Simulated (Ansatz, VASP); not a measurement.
## Sb in VASP and in Ansatz

Contents of POSCAR:

```
Sb
1.0
    3.4095345291      0.0000000000      0.0000000000
   -1.7047672645      2.9527435173      0.0000000000
    0.0000000000      0.0000000000      5.5598513558
Sb
2
Direct
    0.3333333333      0.6666666667      0.2500000000
    0.6666666667      0.3333333333      0.7500000000
```

INCAR.step1

```
ALGO     = Normal         # electronic algorithm
EDIFF    = 1E-4           # SCF threshold, eV
ENCUT    = 520            # plane-wave cutoff, eV
GGA      = PE             # functional
ISMEAR   = -1             # smearing method
LASPH    = T              # aspherical terms in the spheres
LCHARG   = F              # write CHGCAR
LREAL    = F              # projectors in reciprocal space
LWAVE    = T              # write WAVECAR
NBANDS   = 12             # bands
NELM     = 60             # most SCF steps
PREC     = Accurate       # precision mode
SIGMA    = 0.05           # smearing width, eV
```

File INCAR.step2:

```
ALGO     = Normal         # electronic algorithm
EDIFF    = 1E-8           # SCF threshold, eV
ENCUT    = 520            # plane-wave cutoff, eV
ISIF     = 2              # what is computed and relaxed
ISMEAR   = -1             # smearing method
ISTART   = 1            
LASPH    = T              # aspherical terms in the spheres
LCHARG   = F              # write CHGCAR
LEFG     = T            
LMIXTAU  = T            
LREAL    = F              # projectors in reciprocal space
LWAVE    = F              # write WAVECAR
METAGGA  = R2SCAN         # meta-GGA
NBANDS   = 12             # bands
NELM     = 60             # most SCF steps
PREC     = Accurate       # precision mode
SIGMA    = 0.05           # smearing width, eV
```

File KPOINTS:

```
k-points
0
Gamma
  13 13 7
```

Input for Ansatz:

```yaml
crystal:
  lattice:
    - [3.4095345291, 0.0, 0.0]
    - [-1.7047672645, 2.9527435173, 0.0]
    - [0.0, 0.0, 5.5598513558]
  atoms:
    - { symbol: Sb, position: [0.3333333333, 0.6666666667, 0.25] }
    - { symbol: Sb, position: [0.6666666667, 0.3333333333, 0.75] }
kpoints:
  mp_grid: { grid: [13, 13, 7] }
scf:
  occupations: { method: fermi_dirac, width: 0.05 }
hamiltonian:
  xc: r2scan
  pseudopotentials: { kind: paw }
output:
  forces: true
  stress: true
  eigenvalues: true
  efg: { contact_densities: true }
```

Change from the starting cell: volume scaled by 1.05, PAW files.

Alike in both runs: task electric field gradients; functional r2SCAN; k mesh 13 × 13 × 7; occupations fermi-dirac, width 0.05 eV; no spin polarisation.

|  | VASP | Ansatz |
| --- | --- | --- |
| version | VASP 6.6.1 | Ansatz 0.2.0 |
| potentials or method | VASP PAW PBE potentials, release 64 (Sb) | PAW with Ansatz's default frozen-core files, scalar-relativistic |
| plane-wave cutoff (eV) | 520 | 500 |
| valence electrons in the cell | 10 | 30 |

|  | VASP | Ansatz | Ansatz less VASP |
| --- | --- | --- | --- |
| pressure (GPa) | -2.0 | -1.9 | +0.11 |
| traceless stress, the component that is largest in VASP (GPa) | -1.05 | -1.05 | +0.003 |
| size of Vzz on the site where it differs most (V/Å²) | 29.5 | 30.4 | +0.90 |

VASP's potentials were made for PBE, not for r2SCAN. With one functional, cell and mesh, what is left measures potentials, basis and numerics. VASP's potentials hold 10 valence electrons a cell and Ansatz's 30, so a difference there can come from the potentials and not from the codes.

Spin-orbit coupling is off throughout.
